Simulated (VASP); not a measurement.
BeSe: G0W0 quasiparticle levels with PBE

Crystal: BeSe.

```xyz
2
Lattice="0.0000 2.5810 2.5810 2.5810 0.0000 2.5810 2.5810 2.5810 0.0000" Properties=species:S:1:pos:R:3 pbc="T T T"
Be    0.0000    0.0000    0.0000
Se    1.2905    1.2905    1.2905
```

| Quantity | Value |
| --- | --- |
| Program | VASP 6.6.1 |
| Task | G0W0 quasiparticle levels |
| Functional | PBE |
| Potentials or basis | VASP PAW PBE potentials, release 64 (Be_GW, Se_GW) |
| Cutoff | 500 eV |
| k mesh | 4 × 4 × 4 |
| Occupations | gaussian, width 0.01 eV |
| Spin | no spin polarisation |
| Dipole correction | no |
| GW scheme | G0W0 |
| GW iterations | 1 |
| Cutoff of the response function | 80 |
| Frequency points | 48 |
| Empty bands | 55 |
| Further INCAR settings | ALGO = EVGW0; EDIFF = 1e-08; NBANDS = 59 |

```yaml
Quasiparticle_gap: 3.51 eV
Least_direct_quasiparticle_gap: 5.53 eV
Band_gap_of_the_starting_levels_on_the_mesh: 2.63 eV
Least_direct_gap_of_the_starting_levels_on_the_mesh: 4.26 eV
```

Wall time 64 s on 1 thread of Intel Xeon 8259CL, on a shared host, peak memory 0.31 GiB.

Caveat: the k points lie up to 0.53 Å⁻¹ apart; bands, screening cutoff and mesh are small and nothing is extrapolated, so the quasiparticle values aren't converged.
